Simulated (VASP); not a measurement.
Write the native input for VASP 6.6.1 that does the following.

```yaml
Task: single point
Functional: PBEsol
Potentials_or_basis: VASP PAW PBE potentials, release 64 (Ti_sv, O)
Cutoff: 520 eV
k_mesh: 6 × 6 × 6
Occupations: gaussian, width 0.1 eV
Spin: collinear spin, ferromagnetic start
Starting_moments: "[1.0, 0.0] μB"
Dipole_correction: no
Further_INCAR_settings: ALGO = Normal; EDIFF = 1e-07; NBANDS = 20
```

The structure of TiO lies in POSCAR:

```
TiO
1.0
    3.0309987015      0.0000000000      0.0000000000
   -1.5154993507      2.6249218743      0.0000000000
    0.0000000000      0.0000000000      3.2377000000
Ti O
1 1
Direct
    0.6666666667      0.3333333333      0.0000000000
    0.0000000000      0.0000000000      0.5000000000
```

One way to write it, as run:

INCAR

```
ALGO = Normal
EDIFF = 1E-7
ENCUT = 520
GGA = PS
ISIF = 2
ISMEAR = 0
ISPIN = 2
LASPH = T
LCHARG = F
LMAXMIX = 4
LORBIT = 11
LREAL = F
LWAVE = F
MAGMOM = 1 0
NBANDS = 20
NELM = 150
PREC = Accurate
SIGMA = 0.1
```

KPOINTS

```
k-points
0
Gamma
  6 6 6
```

Potentials or basis: VASP PAW PBE potentials, release 64 (Ti_sv, O).

Command:

```console
$ cat potpaw_PBE.64/Ti_sv/POTCAR potpaw_PBE.64/O/POTCAR > POTCAR
$ mpirun -np 1 vasp_std > vasp.out
```

Results of the run:

```yaml
Pressure: -40.3 GPa
Net_moment: 0.00 μB per cell
Valence_electrons_inside_the_program's_atomic_spheres: Ti 10.02; O 4.87
```

Caveat: the k points lie up to 0.40 Å⁻¹ apart; the PAW data sets were made with another functional, which shifts forces and pressure a little.

Run time: 25 s on 1 thread of Intel(R) Xeon(R) Platinum 8488C (Sapphire Rapids) (shared host), peak memory 0.16 GiB.
